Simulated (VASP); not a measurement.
A run of VASP 6.6.1 is set up as follows.

INCAR

```
  ALGO = Normal
  EDIFF = 1E-6
  ENCUT = 520
  GGA = PS
  ISIF = 2
  ISMEAR = 0
  LASPH = T
  LCHARG = F
  LREAL = F
  LWAVE = F
  NBANDS = 36
  NELM = 100
  PREC = Accurate
  SIGMA = 0.1
```

Contents of KPOINTS:

```
k-points
0
Gamma
  10 10 10
```

Contents of POSCAR:

```
In2GaAs3
1.0
   -2.1401840000      2.1401840000      9.0600640000
    2.1401840000     -2.1401840000      9.0600640000
    2.1401840000      2.1401840000     -9.0600640000
In Ga As
2 1 3
Direct
    0.3367560000      0.3367560000      0.0000000000
    0.6632440000      0.6632440000      0.0000000000
    0.0000000000      0.0000000000      0.0000000000
    0.2500000000      0.7500000000      0.5000000000
    0.5754750000      0.0754750000      0.5000000000
    0.9245250000      0.4245250000      0.5000000000
```

Potentials or basis: VASP PAW PBE potentials, release 64 (In_d, Ga_d, As).

Launch:

```bash
$ cat potpaw_PBE.64/In_d/POTCAR potpaw_PBE.64/Ga_d/POTCAR potpaw_PBE.64/As/POTCAR > POTCAR
$ mpirun -np 1 vasp_std > vasp.out
```

Problem. What does it give for the band gap on the k mesh?

Solution. Zero (filled and empty bands touch).

Problem. What does it give for the largest force?

Solution. 0.045 eV/Å.

Problem. Estimate the pressure.

Solution. -2.6 GPa.

Stress tensor (GPa, compression positive):
```
-2.71  0.00  0.00
 0.00 -2.71  0.00
 0.00  0.00 -2.40
```

Caveat: semilocal functionals underestimate gaps, so a narrow gap can read as zero; the PAW data sets were made with another functional, which shifts forces and pressure a little; spin-orbit coupling is left out, which moves the levels of the heavy elements.
